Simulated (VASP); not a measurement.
Here is a VASP 6.6.1 calculation.

INCAR

```
SYSTEM = Rb4O
PREC = Accurate ; ENCUT = 600
EDIFF = 1E-6 ; ISMEAR = 0
SIGMA = 0.1 ; LREAL = .FALSE.
LASPH = .TRUE. ; NELM = 80
ALGO = Normal ; ISIF = 3
LWAVE = .FALSE. ; LCHARG = .FALSE.
GGA = PE ; IBRION = 2
NSW = 100 ; EDIFFG = -0.01
```

KPOINTS

```
regular mesh
0
G
  6 6 6
  0 0 0
```

POSCAR

```
Rb4O
1.0
   -4.3429241490      4.3429241490      4.3429241490
    4.3429241490     -4.3429241490      4.3429241490
    4.3429241490      4.3429241490     -4.3429241490
Rb O
4 1
Direct
    0.0000000000      0.6616322812      0.0000000000
    0.3383677188      0.3383677188      0.3383677188
    0.0000000000      0.0000000000      0.6616322812
    0.6616322812      0.0000000000      0.0000000000
    0.0000000000      0.0000000000      0.0000000000
```

Potentials or basis: VASP PAW PBE potentials, release 64 (Rb_sv, O).

The run is started by

```sh
$ cat potpaw_PBE.64/Rb_sv/POTCAR potpaw_PBE.64/O/POTCAR > POTCAR
$ mpirun -np 1 vasp_std > vasp.out
```

Estimate the space group after relaxing (to 0.05 Å).

I-43m (No. 217).

Estimate the relaxed cell.

a = 7.627 Å, b = 7.627 Å, c = 7.627 Å, α = 109.47°, β = 109.47°, γ = 109.47°.

The path:
```
step  energy change (eV)  largest force (eV/Å)  pressure (GPa)  volume (Å³)
   1              0.0000                0.0611            0.18       327.65
   2             -0.0032                0.0135            0.08       331.07
   3             -0.0039                0.0210            0.01       333.66
   4             -0.0040                0.0202            0.01       334.02
   5             -0.0043                0.0177            0.01       335.09
   6             -0.0048                0.0127            0.01       337.24
   7             -0.0053                0.0020            0.00       341.57
```
